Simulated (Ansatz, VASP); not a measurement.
Rh: VASP beside Ansatz

INCAR

```
SYSTEM = Rh
ALGO = Normal ; EDIFF = 1E-6
EDIFFG = -0.01 ; ENCUT = 600
GGA = PE ; IBRION = 2
ISIF = 3 ; ISMEAR = 0
LASPH = .True. ; LCHARG = .False.
LREAL = .False. ; LWAVE = .False.
NELM = 80 ; NSW = 100
PREC = Accurate ; SIGMA = 0.1
```

The input KPOINTS:

```
k-points
0
Gamma
  24 24 24
  0 0 0
```

Contents of POSCAR:

```
Rh
1.0
    0.0000000000      1.9170628668      1.9170628668
    1.9170628668      0.0000000000      1.9170628668
    1.9170628668      1.9170628668      0.0000000000
Rh
1
Direct
    0.0000000000      0.0000000000      0.0000000000
```

Input for Ansatz:

```yaml
crystal:
  lattice:
    - [0.0, 1.9170628668, 1.9170628668]
    - [1.9170628668, 0.0, 1.9170628668]
    - [1.9170628668, 1.9170628668, 0.0]
  atoms:
    - { symbol: Rh, position: [0.0, 0.0, 0.0] }
basis:
  ecutwfc: 420
kpoints:
  mp_grid: { grid: [24, 24, 24] }
hamiltonian:
  xc: pbe
scf:
  occupations: { method: gaussian, width: 0.1 }
output:
  forces: true
  stress: true
  eigenvalues: true
relax:
  adjacent_minimum: "off"
  f_tol: 0.01
  max_steps: 80
  cell: { stress_tol: 0.05 }
```

Alike in both runs: task relaxation of cell and atoms; functional PBE; k mesh 24 × 24 × 24; occupations gaussian, width 0.1 eV; no spin polarisation.

|  | VASP | Ansatz |
| --- | --- | --- |
| version | VASP 6.6.1 | Ansatz 0.2.0 |
| potentials or method | VASP PAW PBE potentials, release 64 (Rh_pv), cutoff 600 eV | scalar-relativistic, plane waves, PAW |
| valence electrons in the cell | 15 | 17 |

|  | VASP | Ansatz | Ansatz less VASP |
| --- | --- | --- | --- |
| gap on the k mesh at the Fermi level, each at its own relaxed structure (eV) | none | none | - |
| relaxed volume (Å³/atom) | 14.04 | 14.04 | +0.006 |
| relaxed cell length with the largest relative difference (Å) | 2.708 | 2.708 | +0.0004 |

A gap of «none» marks a metal or a gap that the smearing closes. VASP's potentials hold 15 valence electrons a cell and Ansatz's 17, so a difference there can come from the potentials and not from the codes.
